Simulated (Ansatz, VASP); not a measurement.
# One calculation of Al, two programs

INCAR

```
ALGO     = Normal         # electronic algorithm
EDIFF    = 1E-6           # SCF threshold, eV
ENCUT    = 520            # plane-wave cutoff, eV
GGA      = RE             # functional
ISIF     = 2              # what is computed and relaxed
ISMEAR   = -1             # smearing method
LASPH    = True           # aspherical terms in the spheres
LCHARG   = False          # write CHGCAR
LREAL    = False          # projectors in reciprocal space
LWAVE    = False          # write WAVECAR
NBANDS   = 10             # bands
NELM     = 80             # most SCF steps
PREC     = Accurate       # precision mode
SIGMA    = 0.1            # smearing width, eV
```

File KPOINTS:

```
k-points
0
Gamma
  18 18 12
```

The input POSCAR:

```
Al
1.0
   -3.2247090804      2.8257966441      1.3402995295
    2.8257966441     -3.2247090804      1.3402995295
    2.3437886691      2.3437886691     -2.0709083871
Al
2
Direct
    0.9895493806      0.0104506194      0.0000000000
    0.7604506194      0.2395493806      0.5000000000
```

Input for Ansatz:

```yaml
crystal:
  lattice:
    - [-3.2247090804, 2.8257966441, 1.3402995295]
    - [2.8257966441, -3.2247090804, 1.3402995295]
    - [2.3437886691, 2.3437886691, -2.0709083871]
  atoms:
    - { symbol: Al, position: [0.9895493806, 0.0104506194, 0.0] }
    - { symbol: Al, position: [0.7604506194, 0.2395493806, 0.5] }
hamiltonian:
  xc: revpbe
  pseudopotentials:
    kind: paw
    azcp:
      Al: "pseudopotentials/Al.paw.azcp"
basis:
  ecutwfc: 420
  fft_grid_basis: typed
kpoints:
  mp_grid: { grid: [18, 18, 12], shift: [0, 0, 0] }
magnetization:
  spin_polarized: false
scf:
  occupations: { method: fermi_dirac, width: 0.1 }
  lower_state_search: "off"
output:
  stress: true
```

Alike in both runs: task single point; functional revPBE; k mesh 18 × 18 × 12; occupations fermi-dirac, width 0.1 eV; no spin polarisation.

|  | VASP | Ansatz |
| --- | --- | --- |
| version | VASP 6.6.1 | Ansatz 0.2.0 |
| potentials or method | VASP PAW PBE potentials, release 64 (Al), cutoff 520 eV | plane waves (420 eV) with PAW, scalar-relativistic |
| valence electrons in the cell | 6 | 6 |

```csv
,VASP,Ansatz,Ansatz less VASP
pressure (GPa),6.7,6.9,+0.17
"traceless stress, the component that is largest in VASP (GPa)",-0.20,-0.21,-0.011
```

VASP's potentials were made for PBE, not for revPBE. With one functional, cell and mesh, what is left measures potentials, basis and numerics.
